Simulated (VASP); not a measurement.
# KAsP2S7 (C2) in VASP: single point with r2SCAN

Aim: the single point of KAsP2S7 with r2SCAN.

Everything below comes from runs of VASP 6.6.1. Logs are shortened: lines on timing, memory, paths and dates and some standing lists are left out, and cuts for length are marked.

## Step 1: The cell of the first run

The structure is monoclinic, space group C2 (No. 5). The conventional cell has a = 8.692 Å, b = 10.185 Å, c = 6.416 Å, α = 90.00°, β = 97.75°, γ = 90.00°. Within 3.2 Å of As (site symmetry 2) lie 6 S at 2.46 to 2.76 Å and 2 P at 3.12 Å. K (site symmetry 2) has 12 S at 3.36 to 4.30 Å and 4 P at 4.22 to 4.23 Å within 4.4 Å. Within 2.6 Å of P (site symmetry 1) lie 4 S at 1.99 to 2.15 Å. Within 2.6 Å of S (site symmetry 1) lie 1 P at 1.99 Å. S (site symmetry 1) has 1 P at 2.05 Å and 1 As at 2.46 Å within 2.7 Å. Within 2.7 Å of S (site symmetry 1) lie 1 P at 2.03 Å and 1 As at 2.54 Å. Within 2.8 Å of S (site symmetry 2) lie 2 P at 2.15 Å.

## Step 2: Single point, r2SCAN

POSCAR

```
KAsP2S7
1.0
    4.3459465052      5.0926754301      0.0096527037
    4.3459465052     -5.0926754301      0.0096527037
    0.8795114854      0.0000000000     -6.3551207895
As K P S
1 1 2 7
Direct
    0.4887258469      0.5112741531      0.0000000000
    0.1040407302      0.8959592698      0.5000000000
    0.0453812158      0.3534593808      0.9042591472
    0.6465406192      0.9546187842      0.0957408528
    0.8335458954      0.4635707916      0.7530019263
    0.5364292084      0.1664541046      0.2469980737
    0.5136800680      0.8616240517      0.8365856202
    0.1383759483      0.4863199320      0.1634143798
    0.3013527315      0.3595966827      0.7077345021
    0.6404033173      0.6986472685      0.2922654979
    0.9671244191      0.0328755809      0.0000000000
```

INCAR.step1

```
  PREC = Accurate
  ENCUT = 520
  ISMEAR = -1
  SIGMA = 0.0483
  LREAL = F
  LASPH = T
  NELM = 60
  NBANDS = 44
  GGA = PE
  ALGO = Normal
  EDIFF = 1E-4
  LWAVE = T
  LCHARG = F
```

INCAR.step2

```
  PREC = Accurate
  ENCUT = 520
  EDIFF = 1E-6
  ISMEAR = -1
  SIGMA = 0.0483
  LREAL = F
  LASPH = T
  NELM = 60
  ALGO = Normal
  ISIF = 2
  LWAVE = F
  LCHARG = T
  METAGGA = R2SCAN
  LMIXTAU = T
  LELF = T
  LVHAR = T
  NBANDS = 44
  ISTART = 1
```

KPOINTS

```
regular mesh
0
Gamma
  3 3 4
```

Potentials or basis: VASP PAW PBE potentials, release 64 (As, K_sv, P, S).

On the command line:

```bash
> cat potpaw_PBE.64/As/POTCAR potpaw_PBE.64/K_sv/POTCAR potpaw_PBE.64/P/POTCAR potpaw_PBE.64/S/POTCAR > POTCAR
> cp INCAR.step1 INCAR
> mpirun -np 1 vasp_std > vasp.out
> cp INCAR.step2 INCAR
> mpirun -np 1 vasp_std > vasp.out
```

OUTCAR:

```text
PREC = Accurate
   ENCUT = 520
   EDIFF = 1E-6
   ISMEAR = -1
   LREAL = F
   LASPH = T
   NELM = 60
   ISIF = 2
   METAGGA = R2SCAN
   ISTART = 1

 ion  position               nearest neighbor table
   1  0.489  0.511  0.000-   7 2.46   8 2.46   9 2.54  10 2.54   5 2.76   6 2.76
   2  0.104  0.896  0.500-
   3  0.045  0.353  0.904-   5 1.99   9 2.03   8 2.05  11 2.15
   4  0.647  0.955  0.096-   6 1.99  10 2.03   7 2.05  11 2.15
   5  0.834  0.464  0.753-   3 1.99   1 2.76
   6  0.536  0.166  0.247-   4 1.99   1 2.76
   7  0.514  0.862  0.837-   4 2.05   1 2.46
   8  0.138  0.486  0.163-   3 2.05   1 2.46
   9  0.301  0.360  0.708-   3 2.03   1 2.54
  10  0.640  0.699  0.292-   4 2.03   1 2.54
  11  0.967  0.033  0.000-   3 2.15   4 2.15

  LATTYP: Found a base centered monoclinic cell.
 ALAT       =     8.6919144498
 B/A-ratio  =     1.1718190416
 C/A-ratio  =     0.7381218249
 COS(beta)  =    -0.1348871079

  Lattice vectors:

 A1 = (  -4.3459465052,  -5.0926754301,  -0.0096527037)
 A2 = (  -4.3459465052,   5.0926754301,  -0.0096527037)
 A3 = (   0.8795114854,   0.0000000000,  -6.3551207895)

Analysis of symmetry for initial positions (statically):
=====================================================================
 Subroutine PRICEL returns:
 Original cell was already a primitive cell.

 Routine SETGRP: Setting up the symmetry group for a
 base centered monoclinic supercell.

 Subroutine GETGRP returns: Found  2 space group operations
 (whereof  2 operations were pure point group operations)
 out of a pool of  4 trial point group operations.

The static configuration has the point symmetry C_2 .

Analysis of symmetry for dynamics (positions and initial velocities):
=====================================================================
 Subroutine PRICEL returns:
 Original cell was already a primitive cell.

 Routine SETGRP: Setting up the symmetry group for a
 base centered monoclinic supercell.

 Subroutine GETGRP returns: Found  2 space group operations
 (whereof  2 operations were pure point group operations)
 out of a pool of  4 trial point group operations.

The dynamic configuration has the point symmetry C_2 .

 Subroutine INISYM returns: Found  2 space group operations
 (whereof  2 operations are pure point group operations),
 and found     1 'primitive' translations

----------------------------------------------------------------------------------------

                                     Primitive cell

  volume of cell :     281.3958

  direct lattice vectors                    reciprocal lattice vectors
     4.345946505  5.092675430  0.009652704     0.115014383  0.098180221  0.015917317
     4.345946505 -5.092675430  0.009652704     0.115014383 -0.098180221  0.015917317
     0.879511485  0.000000000 -6.355120789     0.000349387  0.000000000 -0.157305068

  length of vectors
     6.694974775  6.694974775  6.415691756     0.152055993  0.152055993  0.157305456

  position of ions in fractional coordinates (direct lattice)
     0.488725847  0.511274153  0.000000000
     0.104040730  0.895959270  0.500000000
     0.045381216  0.353459381  0.904259147
     0.646540619  0.954618784  0.095740853
     0.833545895  0.463570792  0.753001926
     0.536429208  0.166454105  0.246998074
     0.513680068  0.861624052  0.836585620
     0.138375948  0.486319932  0.163414380
     0.301352732  0.359596683  0.707734502
     0.640403317  0.698647268  0.292265498
     0.967124419  0.032875581  0.000000000

  ion indices of the primitive-cell ions
   primitive index   ion index
                 1           1
                 2           2
                 3           3
                 4           4
                 5           5
                 6           6
                 7           7
                 8           8
                 9           9
                10          10
                11          11

----------------------------------------------------------------------------------------

 KPOINTS: regular mesh

Automatic generation of k-mesh.
 Grid dimensions read from file:
 generate k-points for:    3    3    4

 Generating k-lattice:

  Cartesian coordinates                     Fractional coordinates (reciprocal lattice)
     0.038338128  0.032726740  0.005305772     0.333333333  0.000000000  0.000000000
     0.038338128 -0.032726740  0.005305772     0.000000000  0.333333333  0.000000000
     0.000087347  0.000000000 -0.039326267     0.000000000  0.000000000  0.250000000

  Length of vectors
     0.050685331  0.050685331  0.039326364

  Shift w.r.t. Gamma in fractional coordinates (k-lattice)
     0.000000000  0.000000000  0.000000000

 Subroutine IBZKPT returns following result:
 ===========================================

 Found     14 irreducible k-points:

 Following reciprocal coordinates:
            Coordinates               Weight
  0.000000  0.000000  0.000000      1.000000
  0.333333 -0.000000  0.000000      4.000000
  0.333333  0.333333  0.000000      2.000000
 -0.333333  0.333333  0.000000      2.000000
  0.000000  0.000000  0.250000      2.000000
  0.333333 -0.000000  0.250000      4.000000
 -0.333333 -0.000000  0.250000      4.000000
  0.333333  0.333333  0.250000      2.000000
 -0.333333  0.333333  0.250000      4.000000
 -0.333333 -0.333333  0.250000      2.000000
  0.000000  0.000000  0.500000      1.000000
  0.333333  0.000000  0.500000      4.000000
  0.333333  0.333333  0.500000      2.000000
 -0.333333  0.333333  0.500000      2.000000
   k-points           NKPTS =     14   k-points in BZ     NKDIM =     14   number of bands    NBANDS=     44
   number of dos      NEDOS =    301   number of ions     NIONS =     11
   total plane-waves  NPLWV = 120000
   dimension x,y,z NGX =    50 NGY =   50 NGZ =   48
   dimension x,y,z NGXF=   100 NGYF=  100 NGZF=   96
   ions per type =               1   1   2   7
   NGX,Y,Z   is equivalent  to a cutoff of  12.42, 12.42, 12.44 a.u.
   NGXF,Y,Z  is equivalent  to a cutoff of  24.83, 24.83, 24.88 a.u.
 SYSTEM =  unknown system
   PREC   = accura    normal or accurate (medium, high low for compatibility)
   ISTART =      1    job   : 0-new  1-cont  2-samecut
   ICHARG =      0    charge: 1-file 2-atom 10-const
   ISPIN  =      1    spin polarized calculation?
   LNONCOLLINEAR =      F non collinear calculations
   LSORBIT =      F    spin-orbit coupling
   LASPH  =      T    aspherical Exc in radial PAW
   ENCUT  =  520.0 eV  38.22 Ry    6.18 a.u.  12.45 12.45 11.93*2*pi/ulx,y,z
   NELM   =     60;   NELMIN=  2; NELMDL=  0     # of ELM steps
   EDIFF  = 0.1E-05   stopping-criterion for ELM
   LREAL  =      F    real-space projection
   EDIFFG = 0.1E-04   stopping-criterion for IOM
   NSW    =      0    number of steps for IOM
   IBRION =     -1    ionic relax: 0-MD 1-quasi-New 2-CG
   NFREE  =      0    steps in history (QN), initial steepest desc. (CG)
   ISIF   =      2    stress and relaxation
   ISYM   =      2    0-nonsym 1-usesym 2-fastsym
   POTIM  = 0.5000    time-step for ionic-motion
   TEBEG  =    0.0;   TEEND  =   0.0 temperature during run
   PSTRESS=    0.0 pullay stress
   NELECT =      66.0000    total number of electrons
   NUPDOWN=      -1.0000    fix difference up-down
   EMIN   =  10.00;   EMAX   =-10.00  energy-range for DOS
   EFERMI =   0.00;   METHOD = LEGACY
   ISMEAR =    -1;   SIGMA  =   0.05  broadening in eV -4-tet -1-fermi 0-gaus
   EFERMI_NEDOS =   21; number of points for ismear=-14 and -15
   IALGO  =     38    algorithm
   IMIX   =      4    mixing-type and parameters
     AMIX     =   0.40;   BMIX     =  1.00
     AMIX_MAG =   1.60;   BMIX_MAG =  1.00
  volume/ion in A,a.u.               =      25.58       172.63
  Fermi-wavevector in a.u.,A,eV,Ry     =   1.009602  1.907871 13.868370  1.019296
  Thomas-Fermi vector in A             =   2.142540
   LORBIT       =      0    0 simple, 1 ext, 2 COOP (PROOUT), +10 PAW based schemes
   METAGGA = R2SCAN    functional components
   LHFCALC =     F    Hartree Fock is set to
   AEXX    =    0.0000 exact exchange contribution
   IVDW    =     0    specifies the selected vdW correction
   LEPSILON=     F    determine dielectric tensor
   LRPA    =     F    only Hartree local field effects (RPA)
 non-spin polarized calculation
  energy-cutoff  :      520.00
  volume of cell :      281.40
 maximum number of plane-waves:      7590
 NGX is ok and might be reduce to    50
   NGX = 25   NGY = 25   NGZ = 23

 number of electron      65.9999999 magnetization

 Free energy of the ion-electron system (eV)
  ---------------------------------------------------
  ext. energy  EPLUGINS =         0.00000000
  ---------------------------------------------------
  free energy    TOTEN  =      -100.07944370 eV

  energy without entropy =     -100.07944370  energy(sigma->0) =     -100.07944370

 E-fermi :   3.0448     XC(G=0):  -8.7296

 val. band max:        1.8553716052   @ k =  -0.3333  -0.3333   0.2500
 cond. band min:       4.3411009255   @ k =   0.0000   0.0000   0.0000
 fundamental gap:      2.4857293203
 Fermi energy:         3.0447788032

 k-point     1 :       0.0000    0.0000    0.0000
  band No.  band energies     occupation
      1     -28.9089      2.00000
      2     -14.7657      2.00000
      3     -13.8411      2.00000
      4     -12.0475      2.00000
      5     -11.6464      2.00000
      6     -11.6377      2.00000
[... 36 lines left out ...]
     43       7.6795      0.00000
     44       7.7525      0.00000

 k-point     2 :       0.3333   -0.0000    0.0000
  band No.  band energies     occupation
      1     -28.9089      2.00000
      2     -14.6245      2.00000
      3     -14.0672      2.00000
      4     -11.8469      2.00000
      5     -11.6522      2.00000
      6     -11.6367      2.00000
[... 556 lines left out ...]
 k-point    14 :      -0.3333    0.3333    0.5000
  band No.  band energies     occupation
      1     -28.9088      2.00000
      2     -14.6423      2.00000
      3     -13.8743      2.00000
      4     -12.2018      2.00000
      5     -11.7162      2.00000
      6     -11.6672      2.00000
[... 36 lines left out ...]
     43       7.2862      0.00000
     44       7.5210      0.00000

------------------------ aborting loop because EDIFF is reached ----------------------------------------

  FORCE on cell =-STRESS in cart. coord.  units (eV):
  Direction    XX          YY          ZZ          XY          YZ          ZX
  --------------------------------------------------------------------------------------
  -------------------------------------------------------------------------------------
  Total       -0.5877453     -0.7394838     -0.6663234      0.0000000      0.0000000      0.0801978
  in kB       -3.3464327     -4.2103829     -3.7938314      0.0000000      0.0000000      0.4566203
  external PRESSURE =      -3.7835490 kB  Pullay stress =       0.0000000 kB

 VOLUME and BASIS-vectors are now :
 -----------------------------------------------------------------------------
  energy-cutoff  :      520.00
  volume of cell :      281.40
      direct lattice vectors                 reciprocal lattice vectors
     4.345946505  5.092675430  0.009652704     0.115014383  0.098180221  0.015917317
     4.345946505 -5.092675430  0.009652704     0.115014383 -0.098180221  0.015917317
     0.879511485  0.000000000 -6.355120789     0.000349387  0.000000000 -0.157305068

 POSITION                                       TOTAL-FORCE (eV/Angst)
 -----------------------------------------------------------------------------------
      4.34595     -0.11483      0.00965         0.000000      0.011438     -0.000000
      4.78570     -4.03298     -3.16791        -0.000000      0.002853      0.000000
      2.52865     -1.56894     -5.74283         0.023590     -0.009004      0.031626
      7.04276     -1.56894     -0.59299        -0.023590     -0.009004     -0.031626
      6.29947      1.88416     -4.77290         0.030836      0.096229     -0.064106
      3.27193      1.88416     -1.56292        -0.030836      0.096229      0.064106
      6.71278     -1.77197     -5.30333         0.057629      0.012250     -0.080184
      2.85862     -1.77197     -1.03249        -0.057629      0.012250      0.080184
      3.49491     -0.29662     -4.49136        -0.050355     -0.068652     -0.074803
      6.07649     -0.29662     -1.84446         0.050355     -0.068652      0.074803
      4.34595      4.75783      0.00965         0.000000     -0.075939     -0.000000
 -----------------------------------------------------------------------------------
    total drift:                               -0.000000     -0.000126      0.000000

  FREE ENERGIE OF THE ION-ELECTRON SYSTEM (eV)
  ---------------------------------------------------
  free  energy   TOTEN  =      -100.0794437036 eV

  energy  without entropy=     -100.0794437036  energy(sigma->0) =     -100.07944370
```

Wall time 6 min (1 thread of Intel Xeon 6975P-C (Granite Rapids), shared host); peak memory 0.47 GiB.

Results:

- Free energy: -100.0794 eV
- Pressure: -0.4 GPa
- Largest force: 0.120 eV/Å
- Band gap on the k mesh: 2.49 eV (least direct gap 2.62 eV)

Forces on the atoms (eV/Å):
```
As   0.000  0.011  0.000
K    0.000  0.003  0.000
P    0.024 -0.009  0.032
P   -0.024 -0.009 -0.032
S    0.031  0.096 -0.064
S   -0.031  0.096  0.064
S    0.058  0.012 -0.080
S   -0.058  0.012  0.080
S   -0.050 -0.069 -0.075
S    0.050 -0.069  0.075
S    0.000 -0.076  0.000
```

Caveat: the PAW data sets were made with another functional, which shifts forces and pressure a little; an odd mesh through Γ misses points on the zone boundary, where band edges can lie.
